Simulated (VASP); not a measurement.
A run of VASP 6.6.1 is set up as follows.

INCAR

```
SYSTEM = GaSe5
  PREC = Accurate
  ENCUT = 520
  EDIFF = 1E-7
  ISMEAR = 0
  SIGMA = 0.1
  LREAL = .False.
  LASPH = .True.
  NELM = 80
  ALGO = Normal
  ISIF = 2
  LWAVE = .False.
  LCHARG = .False.
  GGA = PE
  NBANDS = 30
```

File KPOINTS:

```
Automatic mesh
0
Gamma
  12 12 4
  0 0 0
```

Contents of POSCAR:

```
GaSe5
1.0
    3.7183049767      0.0000000000      0.0000000000
   -1.8591524884      3.2201465689      0.0000000000
    0.0000000000      0.0000000000     11.2639391574
Ga Se
1 5
Direct
    0.0000000000      0.0000000000      0.0000000000
    0.6666666667      0.3333333333      0.8602701417
    0.0000000000      0.0000000000      0.6567856193
    0.6666666667      0.3333333333      0.5000000000
    0.0000000000      0.0000000000      0.3432143807
    0.6666666667      0.3333333333      0.1397298583
```

Potentials or basis: VASP PAW PBE potentials, release 64 (Ga_d, Se).

The run is started by

```sh
$ cat potpaw_PBE.64/Ga_d/POTCAR potpaw_PBE.64/Se/POTCAR > POTCAR
$ mpirun -np 1 vasp_std > vasp.out
```

(1) What does it give for the largest force?

(2) Predict the band gap on the k mesh.

Results:

(1) 0.017 eV/Å.

(2) zero (an odd number of electrons rules out a gap without spin polarisation).

Caveat: an odd number of electrons without spin polarisation forces a metal; a magnetic or distorted state may lie lower.
